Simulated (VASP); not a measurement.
# Nb (Fm-3m) in VASP: further runs

Runs on Nb. Level: r2SCAN. Tasks: single point.

Everything below comes from runs of VASP 6.6.1. Logs are shortened: lines on timing, memory, paths and dates and some standing lists are left out, and cuts for length are marked.

**1. The cell of the first run**

Symmetry: Fm-3m, No. 225, cubic system. The conventional cell has a = 4.230 Å, b = 4.230 Å, c = 4.230 Å, α = 90.00°, β = 90.00°, γ = 90.00°. Within 3.9 Å of Nb (site symmetry m-3m) lie 12 Nb at 2.99 Å.

**2. Single point, r2SCAN**

The input, POSCAR:

```
Nb
1.0
    0.0000000000      2.1150000000      2.1150000000
    2.1150000000      0.0000000000      2.1150000000
    2.1150000000      2.1150000000      0.0000000000
Nb
1
Direct
    0.0000000000      0.0000000000      0.0000000000
```

The input, INCAR.step1:

```
SYSTEM = Nb
ALGO     = Normal         ! electronic algorithm
EDIFF    = 1E-4           ! SCF threshold, eV
ENCUT    = 520            ! plane-wave cutoff, eV
GGA      = PE             ! functional
ISMEAR   = 0              ! smearing method
LASPH    = .True.         ! aspherical terms in the spheres
LCHARG   = .False.        ! write CHGCAR
LREAL    = .False.        ! projectors in reciprocal space
LWAVE    = .True.         ! write WAVECAR
NBANDS   = 12             ! bands
NELM     = 60             ! most SCF steps
PREC     = Accurate       ! precision mode
SIGMA    = 0.15           ! smearing width, eV
```

The input, INCAR.step2:

```
SYSTEM = Nb
ALGO     = Normal         ! electronic algorithm
EDIFF    = 1E-6           ! SCF threshold, eV
ENCUT    = 520            ! plane-wave cutoff, eV
ISIF     = 2              ! what is computed and relaxed
ISMEAR   = 0              ! smearing method
ISTART   = 1            
LASPH    = .True.         ! aspherical terms in the spheres
LCHARG   = .True.         ! write CHGCAR
LELF     = .True.         ! ELF
LMIXTAU  = .True.       
LREAL    = .False.        ! projectors in reciprocal space
LVHAR    = .True.       
LWAVE    = .False.        ! write WAVECAR
METAGGA  = R2SCAN         ! meta-GGA
NBANDS   = 12             ! bands
NELM     = 60             ! most SCF steps
PREC     = Accurate       ! precision mode
SIGMA    = 0.15           ! smearing width, eV
```

The input, KPOINTS:

```
k-points
0
Gamma
  20 20 20
  0 0 0
```

Potentials or basis: VASP PAW PBE potentials, release 64 (Nb_sv).

Command:

```sh
cat potpaw_PBE.64/Nb_sv/POTCAR > POTCAR
cp INCAR.step1 INCAR
mpirun -np 1 vasp_std > vasp.out
cp INCAR.step2 INCAR
mpirun -np 1 vasp_std > vasp.out
```

OUTCAR:

```text
SYSTEM = Nb
   EDIFF = 1E-6
   ENCUT = 520
   ISIF = 2
   ISMEAR = 0
   ISTART = 1
   LASPH = .True.
   LREAL = .False.
   METAGGA = R2SCAN
   NELM = 60
   PREC = Accurate

 ion  position               nearest neighbor table
   1  0.000  0.000  0.000-

  LATTYP: Found a face centered cubic cell.
 ALAT       =     4.2300000000

  Lattice vectors:

 A1 = (   0.0000000000,   2.1150000000,   2.1150000000)
 A2 = (   2.1150000000,   0.0000000000,   2.1150000000)
 A3 = (   2.1150000000,   2.1150000000,   0.0000000000)

Analysis of symmetry for initial positions (statically):
=====================================================================
 Subroutine PRICEL returns:
 Original cell was already a primitive cell.

 Routine SETGRP: Setting up the symmetry group for a
 face centered cubic supercell.

 Subroutine GETGRP returns: Found 48 space group operations
 (whereof 48 operations were pure point group operations)
 out of a pool of 48 trial point group operations.

The static configuration has the point symmetry O_h .

Analysis of symmetry for dynamics (positions and initial velocities):
=====================================================================
 Subroutine PRICEL returns:
 Original cell was already a primitive cell.

 Routine SETGRP: Setting up the symmetry group for a
 face centered cubic supercell.

 Subroutine GETGRP returns: Found 48 space group operations
 (whereof 48 operations were pure point group operations)
 out of a pool of 48 trial point group operations.

The dynamic configuration has the point symmetry O_h .

 Subroutine INISYM returns: Found 48 space group operations
 (whereof 48 operations are pure point group operations),
 and found     1 'primitive' translations

----------------------------------------------------------------------------------------

                                     Primitive cell

  volume of cell :      18.9217

  direct lattice vectors                    reciprocal lattice vectors
     0.000000000  2.115000000  2.115000000    -0.236406619  0.236406619  0.236406619
     2.115000000  0.000000000  2.115000000     0.236406619 -0.236406619  0.236406619
     2.115000000  2.115000000  0.000000000     0.236406619  0.236406619 -0.236406619

  length of vectors
[... 79 lines left out ...]
   NELM   =     60;   NELMIN=  2; NELMDL=  0     # of ELM steps
   EDIFF  = 0.1E-05   stopping-criterion for ELM
   LREAL  =      F    real-space projection
   EDIFFG = 0.1E-04   stopping-criterion for IOM
   NSW    =      0    number of steps for IOM
   IBRION =     -1    ionic relax: 0-MD 1-quasi-New 2-CG
   NFREE  =      0    steps in history (QN), initial steepest desc. (CG)
   ISIF   =      2    stress and relaxation
   ISYM   =      2    0-nonsym 1-usesym 2-fastsym
   POTIM  = 0.5000    time-step for ionic-motion
   TEBEG  =    0.0;   TEEND  =   0.0 temperature during run
   PSTRESS=    0.0 pullay stress
   NELECT =      13.0000    total number of electrons
   NUPDOWN=      -1.0000    fix difference up-down
   EMIN   =  10.00;   EMAX   =-10.00  energy-range for DOS
   EFERMI =   0.00;   METHOD = LEGACY
   ISMEAR =     0;   SIGMA  =   0.15  broadening in eV -4-tet -1-fermi 0-gaus
   EFERMI_NEDOS =   21; number of points for ismear=-14 and -15
   IALGO  =     38    algorithm
   IMIX   =      4    mixing-type and parameters
     AMIX     =   0.40;   BMIX     =  1.00
     AMIX_MAG =   1.60;   BMIX_MAG =  1.00
  volume/ion in A,a.u.               =      18.92       127.69
  Fermi-wavevector in a.u.,A,eV,Ry     =   1.444560  2.729823 28.392005  2.086754
  Thomas-Fermi vector in A             =   2.562841
   LORBIT       =      0    0 simple, 1 ext, 2 COOP (PROOUT), +10 PAW based schemes
   METAGGA = R2SCAN    functional components
   LHFCALC =     F    Hartree Fock is set to
   AEXX    =    0.0000 exact exchange contribution
   IVDW    =     0    specifies the selected vdW correction
   LEPSILON=     F    determine dielectric tensor
   LRPA    =     F    only Hartree local field effects (RPA)
 non-spin polarized calculation
 Gauss-broadening in eV      SIGMA  =   0.15
  energy-cutoff  :      520.00
  volume of cell :       18.92
 maximum number of plane-waves:       532
 NGX is ok and might be reduce to    24
   NGX = 11   NGY = 11   NGZ = 11

 number of electron      13.0000001 magnetization

 Free energy of the ion-electron system (eV)
  ---------------------------------------------------
  ext. energy  EPLUGINS =         0.00000000
  ---------------------------------------------------
  free energy    TOTEN  =       -24.51769645 eV

  energy without entropy =      -24.50236562  energy(sigma->0) =      -24.51003103

 E-fermi :  10.8572     XC(G=0): -13.3349

 val. band max:       10.8565192812   @ k =  -0.4500   0.2000   0.0000
 cond. band min:      10.8587407313   @ k =   0.5000   0.0000   0.0000
 fundamental gap:      0.0022214502
 Fermi energy:        10.8572082634

 k-point     1 :       0.0000    0.0000    0.0000
  band No.  band energies     occupation
      1     -45.7916      2.00000
      2     -20.4406      2.00000
      3     -20.4406      2.00000
      4     -20.4406      2.00000
      5       4.2634      2.00000
      6      10.9921      0.20344
      7      10.9921      0.20344
      8      10.9921      0.20344
      9      13.7868      0.00000
     10      13.7868      0.00000
     11      23.0815      0.00000
     12      28.2827      0.00000
[... 331 lines left out ...]
 k-point    24 :      -0.3500    0.0500    0.0000
  band No.  band energies     occupation
      1     -45.6186      2.00000
      2     -21.4753      2.00000
      3     -20.6071      2.00000
      4     -20.5655      2.00000
      5       6.8919      2.00000
      6      10.7825      1.51903
      7      11.0148      0.13736
      8      11.1288      0.01045
      9      14.5953      0.00000
     10      15.3372      0.00000
     11      22.3812      0.00000
     12      24.9273      0.00000

 [... further k-points ...]
[... 5 lines left out ...]
  --------------------------------------------------------------------------------------
  -------------------------------------------------------------------------------------
  Total       -0.2551633     -0.2551633     -0.2551633      0.0000000     -0.0000000      0.0000000
  in kB      -21.6056711    -21.6056711    -21.6056711      0.0000000     -0.0000000      0.0000000
  external PRESSURE =     -21.6056711 kB  Pullay stress =       0.0000000 kB

 VOLUME and BASIS-vectors are now :
 -----------------------------------------------------------------------------
  energy-cutoff  :      520.00
  volume of cell :       18.92
      direct lattice vectors                 reciprocal lattice vectors
     0.000000000  2.115000000  2.115000000    -0.236406619  0.236406619  0.236406619
     2.115000000  0.000000000  2.115000000     0.236406619 -0.236406619  0.236406619
     2.115000000  2.115000000  0.000000000     0.236406619  0.236406619 -0.236406619

 POSITION                                       TOTAL-FORCE (eV/Angst)
 -----------------------------------------------------------------------------------
      0.00000      0.00000      0.00000         0.000000      0.000000      0.000000
 -----------------------------------------------------------------------------------
    total drift:                               -0.000000      0.000000      0.000000

  FREE ENERGIE OF THE ION-ELECTRON SYSTEM (eV)
  ---------------------------------------------------
  free  energy   TOTEN  =       -24.5176964468 eV

  energy  without entropy=      -24.5023656175  energy(sigma->0) =      -24.51003103
```

OUTCAR.step1:

```text
SYSTEM = Nb
   EDIFF = 1E-4
   ENCUT = 520
   GGA = PE
   ISMEAR = 0
   LASPH = .True.
[... 578 lines left out ...]
 -----------------------------------------------------------------------------------
      0.00000      0.00000      0.00000         0.000000     -0.000000      0.000000
 -----------------------------------------------------------------------------------
    total drift:                                0.000000     -0.000000     -0.000000

  FREE ENERGIE OF THE ION-ELECTRON SYSTEM (eV)
  ---------------------------------------------------
  free  energy   TOTEN  =        -9.9009886252 eV

  energy  without entropy=       -9.8837925431  energy(sigma->0) =       -9.89239058
```

Run time: 75 s. Hardware: 1 thread of Intel Xeon 6975P-C (Granite Rapids), shared host; peak memory 0.18 GiB.

Results:

```
Free energy : -24.5177 eV
Pressure    : -2.2 GPa
```

Levels at points of the mesh, in eV from the Fermi level:
| k point | band 2 | band 3 | band 4 | band 5 | band 6 | band 7 | band 8 | band 9 | band 10 | band 11 |
| --- | --- | --- | --- | --- | --- | --- | --- | --- | --- | --- |
| (0.00, 0.00, 0.00) | -31.30 | -31.30 | -31.30 | -6.59 | 0.13 | 0.13 | 0.13 | 2.93 | 2.93 | 12.22 |
| (0.50, 0.00, 0.00) | -32.53 | -31.46 | -31.46 | -4.03 | 0.00 | 0.00 | 1.21 | 4.85 | 4.85 | 10.89 |
| (0.50, 0.50, 0.00) | -32.45 | -31.73 | -31.73 | -4.20 | -3.49 | 3.58 | 4.90 | 5.36 | 5.36 | 11.78 |

Caveat: the PAW data sets were made with another functional, which shifts forces and pressure a little.

**3. Single point, r2SCAN**

POSCAR is that of step 2.

The input, INCAR.step1:

```
PREC = Accurate ; ENCUT = 520
ISMEAR = 0 ; SIGMA = 0.15
LREAL = False ; LASPH = True
NELM = 60 ; NBANDS = 12
GGA = PE ; ALGO = Normal
EDIFF = 1E-4 ; LWAVE = True
LCHARG = False
```

The input, INCAR.step2:

```
PREC = Accurate ; ENCUT = 520
EDIFF = 1E-6 ; ISMEAR = 0
SIGMA = 0.15 ; LREAL = False
LASPH = True ; NELM = 60
ALGO = Normal ; ISIF = 2
LWAVE = False ; LCHARG = True
METAGGA = R2SCAN ; LMIXTAU = True
LELF = True ; LVHAR = True
NBANDS = 12 ; ISTART = 1
```

The input, KPOINTS:

```
regular mesh
0
Gamma
  22 22 22
```

Potentials or basis: VASP PAW PBE potentials, release 64 (Nb_sv).

Command:

```sh
cat potpaw_PBE.64/Nb_sv/POTCAR > POTCAR
cp INCAR.step1 INCAR
mpirun -np 1 vasp_std > vasp.out
cp INCAR.step2 INCAR
mpirun -np 1 vasp_std > vasp.out
```

Wall time 2.1 min (1 thread of Intel Xeon 6975P-C (Granite Rapids), shared host); peak memory 0.2 GiB.

The run converged. Its results:

```yaml
Free_energy: -24.5181 eV
Pressure: -2.1 GPa
```

Levels at points of the mesh, in eV from the Fermi level:
```csv
k point,band 4,band 5,band 6,band 7,band 8,band 9
"(0.00, 0.00, 0.00)",-31.29,-6.59,0.14,0.14,0.14,2.93
"(0.50, 0.00, 0.00)",-31.45,-4.03,0.01,0.01,1.22,4.85
"(0.50, 0.50, 0.00)",-31.73,-4.19,-3.49,3.58,4.91,5.37
```

Caveat: the PAW data sets were made with another functional, which shifts forces and pressure a little.
